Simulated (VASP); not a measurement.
# Ti2Cl (P4/mmm) in VASP: relaxation of cell and atoms with PBE

Aim: the relaxation of cell and atoms of Ti2Cl with PBE.

Program: VASP 6.6.1. These are calculated values, not measurements. Logs are shortened: lines on timing, memory, paths and dates and some standing lists are left out, and cuts for length are marked.

## (1) The cell of the first run

It takes space group P4/mmm (No. 123, tetragonal). Conventional cell: a = 2.986 Å, b = 2.986 Å, c = 5.609 Å, α = 90.00°, β = 90.00°, γ = 90.00°. Ti (site symmetry 4mm) has 6 Ti at 2.54 to 3.06 Å and 4 Cl at 2.61 Å within 3.4 Å. Within 3.4 Å of Cl (site symmetry 4/mmm) lie 8 Ti at 2.61 Å and 4 Cl at 2.99 Å.

The cell was generated, and may not be a known phase.

## (2) Relaxation of cell and atoms, PBE

INCAR

```
SYSTEM = Ti2Cl
  PREC = Accurate
  ENCUT = 600
  EDIFF = 1E-6
  ISMEAR = 0
  SIGMA = 0.1
  LREAL = .False.
  LASPH = .True.
  NELM = 100
  ALGO = Fast
  ISIF = 3
  LWAVE = .False.
  LCHARG = .False.
  GGA = PE
  IBRION = 2
  NSW = 100
  EDIFFG = -0.01
```

KPOINTS

```
regular mesh
0
Gamma
  16 16 8
  0 0 0
```

POSCAR

```
Ti2Cl
1.0
    2.9862076721      0.0000000000      0.0000000000
    0.0000000000      2.9862076721      0.0000000000
    0.0000000000      0.0000000000      5.6086489505
Ti Cl
2 1
Direct
    0.5000000000      0.5000000000      0.2731682602
    0.5000000000      0.5000000000      0.7268317398
    0.0000000000      0.0000000000      0.0000000000
```

Potentials or basis: VASP PAW PBE potentials, release 64 (Ti_sv, Cl).

Started as:

```sh
> cat potpaw_PBE.64/Ti_sv/POTCAR potpaw_PBE.64/Cl/POTCAR > POTCAR
> mpirun -np 1 vasp_std > vasp.out
```

OUTCAR:

```text
SYSTEM = Ti2Cl
   PREC = Accurate
   ENCUT = 600
   EDIFF = 1E-6
   ISMEAR = 0
   LREAL = .False.
   LASPH = .True.
   NELM = 100
   ISIF = 3
   GGA = PE
   IBRION = 2
   NSW = 100
   EDIFFG = -0.01

 ion  position               nearest neighbor table
   1  0.500  0.500  0.273-   2 2.54   3 2.61   3 2.61   3 2.61   3 2.61
   2  0.500  0.500  0.727-   1 2.54   3 2.61   3 2.61   3 2.61   3 2.61
   3  0.000  0.000  0.000-   1 2.61   2 2.61   1 2.61   2 2.61   1 2.61   2 2.61   1 2.61   2 2.61

  LATTYP: Found a simple tetragonal cell.
 ALAT       =     2.9862076721
 C/A-ratio  =     1.8781844956

  Lattice vectors:

 A1 = (   2.9862076721,   0.0000000000,   0.0000000000)
 A2 = (   0.0000000000,   2.9862076721,   0.0000000000)
 A3 = (   0.0000000000,   0.0000000000,   5.6086489505)

Analysis of symmetry for initial positions (statically):
=====================================================================
 Subroutine PRICEL returns:
 Original cell was already a primitive cell.

 Routine SETGRP: Setting up the symmetry group for a
 simple tetragonal supercell.

 Subroutine GETGRP returns: Found 16 space group operations
 (whereof 16 operations were pure point group operations)
 out of a pool of 16 trial point group operations.

The static configuration has the point symmetry D_4h.

Analysis of symmetry for dynamics (positions and initial velocities):
=====================================================================
 Subroutine PRICEL returns:
 Original cell was already a primitive cell.

 Routine SETGRP: Setting up the symmetry group for a
 simple tetragonal supercell.

 Subroutine GETGRP returns: Found 16 space group operations
 (whereof 16 operations were pure point group operations)
 out of a pool of 16 trial point group operations.

The dynamic configuration has the point symmetry D_4h.

 Subroutine INISYM returns: Found 16 space group operations
 (whereof 16 operations are pure point group operations),
 and found     1 'primitive' translations

----------------------------------------------------------------------------------------

                                     Primitive cell

  volume of cell :      50.0148

  direct lattice vectors                    reciprocal lattice vectors
     2.986207672  0.000000000  0.000000000     0.334872892  0.000000000  0.000000000
     0.000000000  2.986207672  0.000000000     0.000000000  0.334872892  0.000000000
     0.000000000  0.000000000  5.608648951     0.000000000  0.000000000  0.178296058

  length of vectors
     2.986207672  2.986207672  5.608648951     0.334872892  0.334872892  0.178296058

  position of ions in fractional coordinates (direct lattice)
     0.500000000  0.500000000  0.273168260
     0.500000000  0.500000000  0.726831740
     0.000000000  0.000000000  0.000000000

  ion indices of the primitive-cell ions
   primitive index   ion index
                 1           1
                 2           2
                 3           3

----------------------------------------------------------------------------------------

 KPOINTS: regular mesh

Automatic generation of k-mesh.
 Grid dimensions read from file:
 generate k-points for:   16   16    8

 Generating k-lattice:

  Cartesian coordinates                     Fractional coordinates (reciprocal lattice)
     0.020929556  0.000000000  0.000000000     0.062500000  0.000000000  0.000000000
     0.000000000  0.020929556  0.000000000     0.000000000  0.062500000  0.000000000
     0.000000000  0.000000000  0.022287007     0.000000000  0.000000000  0.125000000

  Length of vectors
     0.020929556  0.020929556  0.022287007

  Shift w.r.t. Gamma in fractional coordinates (k-lattice)
     0.000000000  0.000000000  0.000000000

 Subroutine IBZKPT returns following result:
 ===========================================

 Found    225 irreducible k-points:

 Following reciprocal coordinates:
            Coordinates               Weight
  0.000000  0.000000  0.000000      1.000000
  0.062500  0.000000  0.000000      4.000000
  0.125000  0.000000  0.000000      4.000000
  0.187500  0.000000  0.000000      4.000000
  0.250000  0.000000  0.000000      4.000000
  0.312500  0.000000  0.000000      4.000000
[... 16 lines left out ...]
  0.437500  0.125000  0.000000      8.000000
  0.500000  0.125000  0.000000      4.000000
 [... further k-points ...]
   k-points           NKPTS =    225   k-points in BZ     NKDIM =    225   number of bands    NBANDS=     19
   number of dos      NEDOS =    301   number of ions     NIONS =      3
   total plane-waves  NPLWV =  27648
   dimension x,y,z NGX =    24 NGY =   24 NGZ =   48
   dimension x,y,z NGXF=    48 NGYF=   48 NGZF=   96
   ions per type =               2   1
   NGX,Y,Z   is equivalent  to a cutoff of  13.36, 13.36, 14.23 a.u.
   NGXF,Y,Z  is equivalent  to a cutoff of  26.72, 26.72, 28.46 a.u.
 SYSTEM =  Ti2Cl
   PREC   = accura    normal or accurate (medium, high low for compatibility)
   ISTART =      0    job   : 0-new  1-cont  2-samecut
   ICHARG =      2    charge: 1-file 2-atom 10-const
   ISPIN  =      1    spin polarized calculation?
   LNONCOLLINEAR =      F non collinear calculations
   LSORBIT =      F    spin-orbit coupling
   LASPH  =      T    aspherical Exc in radial PAW
   ENCUT  =  600.0 eV  44.10 Ry    6.64 a.u.   5.96  5.96 11.20*2*pi/ulx,y,z
   NELM   =    100;   NELMIN=  2; NELMDL= -5     # of ELM steps
   EDIFF  = 0.1E-05   stopping-criterion for ELM
   LREAL  =      F    real-space projection
   EDIFFG = -.1E-01   stopping-criterion for IOM
   NSW    =    100    number of steps for IOM
   IBRION =      2    ionic relax: 0-MD 1-quasi-New 2-CG
   NFREE  =      1    steps in history (QN), initial steepest desc. (CG)
   ISIF   =      3    stress and relaxation
   ISYM   =      2    0-nonsym 1-usesym 2-fastsym
   POTIM  = 0.5000    time-step for ionic-motion
   TEBEG  =    0.0;   TEEND  =   0.0 temperature during run
   PSTRESS=    0.0 pullay stress
   NELECT =      31.0000    total number of electrons
   NUPDOWN=      -1.0000    fix difference up-down
   EMIN   =  10.00;   EMAX   =-10.00  energy-range for DOS
   EFERMI =   0.00;   METHOD = LEGACY
   ISMEAR =     0;   SIGMA  =   0.10  broadening in eV -4-tet -1-fermi 0-gaus
   EFERMI_NEDOS =   21; number of points for ismear=-14 and -15
   IALGO  =     68    algorithm
   IMIX   =      4    mixing-type and parameters
     AMIX     =   0.40;   BMIX     =  1.00
     AMIX_MAG =   1.60;   BMIX_MAG =  1.00
  volume/ion in A,a.u.               =      16.67       112.51
  Fermi-wavevector in a.u.,A,eV,Ry     =   1.395820  2.637717 26.508400  1.948312
  Thomas-Fermi vector in A             =   2.519234
   LORBIT       =      0    0 simple, 1 ext, 2 COOP (PROOUT), +10 PAW based schemes
   GGA     = PE    functional components
   LHFCALC =     F    Hartree Fock is set to
   AEXX    =    0.0000 exact exchange contribution
   IVDW    =     0    specifies the selected vdW correction
   LEPSILON=     F    determine dielectric tensor
   LRPA    =     F    only Hartree local field effects (RPA)
 conjugate gradient relaxation of ions
 non-spin polarized calculation
 RMM-DIIS sequential band-by-band and
 Gauss-broadening in eV      SIGMA  =   0.10
  energy-cutoff  :      600.00
  volume of cell :       50.01
 maximum number of plane-waves:      1696
 NGX is ok and might be reduce to    24
   NGX = 11   NGY = 11   NGZ = 23

--------------------------------------- Ionic step        1  -------------------------------------------

 number of electron      30.9999985 magnetization

 Free energy of the ion-electron system (eV)
  ---------------------------------------------------
  ext. energy  EPLUGINS =         0.00000000
  ---------------------------------------------------
  free energy    TOTEN  =       -17.11392909 eV

  energy without entropy =      -17.09869038  energy(sigma->0) =      -17.10630973

------------------------ aborting loop because EDIFF is reached ----------------------------------------

  FORCE on cell =-STRESS in cart. coord.  units (eV):
  Direction    XX          YY          ZZ          XY          YZ          ZX
  --------------------------------------------------------------------------------------
  -------------------------------------------------------------------------------------
  Total        0.2927168      0.2927168     -0.1174609      0.0000000      0.0000000      0.0000000
  in kB        9.3769136      9.3769136     -3.7627520      0.0000000      0.0000000      0.0000000
  external PRESSURE =       4.9970250 kB  Pullay stress =       0.0000000 kB
[... 133 lines left out ...]
  energy  without entropy=      -17.1036494340  energy(sigma->0) =      -17.11087207

--------------------------------------- Ionic step        5  -------------------------------------------

 number of electron      30.9999991 magnetization

 Free energy of the ion-electron system (eV)
  ---------------------------------------------------
  ext. energy  EPLUGINS =         0.00000000
  ---------------------------------------------------
  free energy    TOTEN  =       -17.11810859 eV

  energy without entropy =      -17.10364154  energy(sigma->0) =      -17.11087507

 E-fermi :   9.1351     XC(G=0): -11.2602

 val. band max:        9.1332388915   @ k =   0.5000   0.5000   0.5000
 cond. band min:       9.1374355575   @ k =   0.3750   0.3125   0.5000
 fundamental gap:      0.0041966660
 Fermi energy:         9.1351460411

 k-point     1 :       0.0000    0.0000    0.0000
  band No.  band energies     occupation
      1     -47.9098      2.00000
      2     -47.7967      2.00000
      3     -24.5425      2.00000
      4     -24.0718      2.00000
      5     -24.0718      2.00000
      6     -23.9913      2.00000
[... 11 lines left out ...]
     18      10.6417      0.00000
     19      10.6417      0.00000
[... 489 lines left out ...]
      3     -24.4795      2.00000
      4     -24.3732      2.00000
      5     -24.2588      2.00000
      6     -24.0865      2.00000
[... 11 lines left out ...]
     18      10.1462      0.00000
     19      10.2465      0.00000

 [... further k-points ...]
[... 5 lines left out ...]
  --------------------------------------------------------------------------------------
  -------------------------------------------------------------------------------------
  Total        0.0026324      0.0026324      0.0273846      0.0000000      0.0000000      0.0000000
  in kB        0.0838923      0.0838923      0.8727160      0.0000000      0.0000000      0.0000000
  external PRESSURE =       0.3468335 kB  Pullay stress =       0.0000000 kB
[... 18 lines left out ...]
  FREE ENERGIE OF THE ION-ELECTRON SYSTEM (eV)
  ---------------------------------------------------
  free  energy   TOTEN  =       -17.1181085874 eV

  energy  without entropy=      -17.1036415439  energy(sigma->0) =      -17.11087507

 reached required accuracy - stopping structural energy minimisation
```

Wall time 26 min (1 thread of Oxide Virtual Turin-like, shared host); peak memory 0.33 GiB.

What came out:

```
Free energy                           : -17.1181 eV
Relaxed volume                        : 16.76 Å³/atom
Relaxed cell                          : a = 3.001 Å, b = 3.001 Å, c = 5.581 Å, α = 90.00°, β = 90.00°, γ = 90.00°
Space group after relaxing (to 0.1 Å) : P4/mmm (No. 123)
Energy gained by relaxing             : 1.4 meV/atom
Ionic steps                           : 5
Pressure after relaxing               : 0.0 GPa
Band gap on the k mesh                : zero (an odd number of electrons rules out a gap without spin polarisation)
```

The path:
```
step  energy change (eV)  largest force (eV/Å)  pressure (GPa)  volume (Å³)
   1              0.0000                0.1827            0.50        50.01
   2             -0.0037                0.0613           -0.21        50.39
   3             -0.0038                0.0300           -0.37        50.48
   4             -0.0042                0.0105            0.02        50.24
   5             -0.0042                0.0008            0.03        50.27
```

Final structure:
```yaml
crystal:
  lattice:
    - [3.00137, 0.00000, 0.00000]
    - [0.00000, 3.00137, 0.00000]
    - [0.00000, 0.00000, 5.58092]
  atoms:
    - { symbol: Ti, position: [0.50000, 0.50000, 0.27555] }
    - { symbol: Ti, position: [0.50000, 0.50000, 0.72445] }
    - { symbol: Cl, position: [0.00000, 0.00000, 0.00000] }
```

Caveat: an odd number of electrons without spin polarisation forces a metal; a magnetic or distorted state may lie lower.
